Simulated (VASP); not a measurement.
Wanted: the native input for a VASP 6.6.1 run.

```yaml
Task: single point
Functional: PBE
Potentials_or_basis: VASP PAW PBE potentials, release 64 (Co)
Cutoff: 520 eV
k_mesh: 24 × 24 × 13
Occupations: fermi-dirac, width 0.1 eV
Spin: no spin polarisation
Dipole_correction: no
Further_INCAR_settings: ALGO = Normal; EDIFF = 1e-06; NBANDS = 16
```

The structure of Co lies in POSCAR:

```
Co
1.0
    2.3558394588      0.0000000000      0.0000000000
   -1.1779197294      2.0402168186      0.0000000000
    0.0000000000      0.0000000000      3.7954662248
Co
2
Direct
    0.3333333333      0.6666666667      0.2500000000
    0.6666666667      0.3333333333      0.7500000000
```

This cell differs from its parent crystal: volume scaled by 0.88.

One way to write it, as run:

INCAR

```
SYSTEM = Co
  PREC = Accurate
  ENCUT = 520
  EDIFF = 1E-6
  ISMEAR = -1
  SIGMA = 0.1
  LREAL = .FALSE.
  LASPH = .TRUE.
  NELM = 60
  ALGO = Normal
  ISIF = 2
  LWAVE = .FALSE.
  LCHARG = .FALSE.
  GGA = PE
  NBANDS = 16
```

KPOINTS

```
Automatic mesh
0
G
  24 24 13
  0 0 0
```

Potentials or basis: VASP PAW PBE potentials, release 64 (Co).

Launch:

```bash
$ cat potpaw_PBE.64/Co/POTCAR > POTCAR
$ mpirun -np 1 vasp_std > vasp.out
```

It gave:

| Item | Value |
| --- | --- |
| Pressure | 41.5 GPa |
| Band gap on the k mesh | zero (band 9 reaches 13.47 eV, above the bottom of band 10 at 11.61 eV) |

Caveat: the run has no spin polarisation, though such a crystal can be magnetic.

Wall time 42 s on 1 thread of Intel(R) Xeon(R) 6975P-C (Granite Rapids), with other jobs on the host, peak memory 0.21 GiB.
